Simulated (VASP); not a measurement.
The system is NaLa.

```
CELL_PARAMETERS angstrom
3.60625 0.00000 0.00000
-1.80313 3.12310 0.00000
0.00000 0.00000 6.48378
ATOMIC_POSITIONS crystal
La 0.33333 0.66667 0.50000
Na 0.00000 0.00000 0.00000
```

Base run:

```yaml
Program: VASP 6.6.1
Functional: PBE
Potentials_or_basis: VASP PAW PBE potentials, release 64 (La, Na_sv)
Cutoff: 1130 eV
k_mesh: 9 × 9 × 4
Occupations: fermi-dirac, width 0.05 eV
Spin: no spin polarisation
```

Its results: band gap on the k mesh zero (bands 10 and 11 overlap by 0.55 eV); pressure -0.2 GPa.

Question: The run is repeated on the same cell with these changes: functional from PBE to BLYP; k mesh from 9 × 9 × 4 to 5 × 5 × 3. What comes out?

Answer: Band gap on the k mesh zero (bands 10 and 11 overlap by 0.27 eV); pressure 0.9 GPa.

Several settings changed at once.

Caveats: some runs use coarse meshes; spin-orbit coupling is left out, which moves the levels of the heavy elements; the PAW data sets were made with another functional, which shifts forces and pressure a little (at least some runs).
